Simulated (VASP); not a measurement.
Write the native input for VASP 6.6.1 that does the following.

```
Task                   : single point
Functional             : PBE
Dispersion             : D3(BJ)
Potentials or basis    : VASP PAW PBE potentials, release 64 (Gd, N)
Cutoff                 : 600 eV
k mesh                 : 6 × 6 × 6
Occupations            : gaussian, width 0.1 eV
Spin                   : collinear spin, ferromagnetic start
Starting moments       : [7.0, 0.0] μB
Dipole correction      : no
Further INCAR settings : ALGO = Normal; EDIFF = 1e-06; NBANDS = 22
```

The structure of GdN lies in POSCAR:

```
GdN
1.0
    0.0000000000      2.4995000000      2.4995000000
    2.4995000000      0.0000000000      2.4995000000
    2.4995000000      2.4995000000      0.0000000000
Gd N
1 1
Direct
    0.0000000000      0.0000000000      0.0000000000
    0.5000000000      0.5000000000      0.5000000000
```

These files were run (other wordings do the same):

INCAR

```
SYSTEM = GdN
PREC = Accurate ; ENCUT = 600
EDIFF = 1E-6 ; ISMEAR = 0
SIGMA = 0.1 ; LREAL = .False.
LASPH = .True. ; NELM = 200
ALGO = Normal ; ISIF = 2
LWAVE = .False. ; LCHARG = .True.
ISPIN = 2 ; MAGMOM = 7 0
LORBIT = 11 ; LMAXMIX = 6
GGA = PE ; IVDW = 12
LELF = .True. ; LVHAR = .True.
NBANDS = 22 ; GGA_COMPAT = .False.
```

KPOINTS

```
Automatic mesh
0
Gamma
  6 6 6
  0 0 0
```

Potentials or basis: VASP PAW PBE potentials, release 64 (Gd, N).

The run is started by

```sh
$ cat potpaw_PBE.64/Gd/POTCAR potpaw_PBE.64/N/POTCAR > POTCAR
$ mpirun -np 1 vasp_std > vasp.out
```

Results of the run:

```json
{
 "Pressure": "-5.2 GPa",
 "Band gap on the k mesh": "zero (filled and empty bands overlap)",
 "Net moment": "7.00 μB per cell",
 "Site moments": "Gd +6.80; N -0.08 μB",
 "Valence electrons inside the program's atomic spheres": "Gd 15.22; N 3.62",
 "Dispersion energy per atom": "-0.378 eV"
}
```

Caveat: the k points lie up to 0.36 Å⁻¹ apart; spin-orbit coupling is left out, which moves the levels of the heavy elements; a cell with one magnetic atom can't hold antiferromagnetic order, which such compounds often take; semilocal functionals describe open f shells poorly, which spoils levels, moments and volumes.

Wall time 3.2 min on 1 thread of Intel Xeon 8259CL, with other jobs on the host, peak memory 0.21 GiB.
